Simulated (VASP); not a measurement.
A run of VASP 6.6.1 is set up as follows.

The input POSCAR:

```
RbBr
1.0
    0.0000000000      3.8694968646      3.8694968646
    3.8694968646      0.0000000000      3.8694968646
    3.8694968646      3.8694968646      0.0000000000
Rb Br
1 1
Direct
    0.0000000000      0.0000000000      0.0000000000
    0.2500000000      0.2500000000      0.2500000000
```

Contents of INCAR.step1:

```
SYSTEM = RbBr
PREC = Accurate
ENCUT = 520
EDIFF = 1E-5
ISMEAR = 0
SIGMA = 0.01
LREAL = .False.
LASPH = .True.
NELM = 100
ALGO = Normal
ISIF = 2
LWAVE = .True.
LCHARG = .False.
NBANDS = 15
GGA = PE
```

INCAR.step2

```
SYSTEM = RbBr
PREC = Accurate
ENCUT = 520
EDIFF = 1E-7
ISMEAR = 0
SIGMA = 0.01
LREAL = .False.
LASPH = .True.
NELM = 100
ALGO = Normal
ISIF = 2
LWAVE = .False.
LCHARG = .False.
GGA = PE
LHFCALC = .True.
AEXX = 0.1
HFSCREEN = 0.5
PRECFOCK = Normal
NBANDS = 15
ISTART = 1
```

File KPOINTS:

```
regular mesh
0
Gamma
  4 4 4
  0 0 0
```

Potentials or basis: VASP PAW PBE potentials, release 64 (Rb_sv, Br).

Run with:

```bash
$ cat potpaw_PBE.64/Rb_sv/POTCAR potpaw_PBE.64/Br/POTCAR > POTCAR
$ cp INCAR.step1 INCAR
$ mpirun -np 1 vasp_std > vasp.out
$ cp INCAR.step2 INCAR
$ mpirun -np 1 vasp_std > vasp.out
```

(1) What does it give for the band gap on the k mesh?

(2) What does it give for the pressure?

## Answers

(1) 4.29 eV (least direct gap 4.38 eV).

(2) 0.1 GPa.

Caveat: the PAW data sets were made with another functional, which shifts forces and pressure a little.
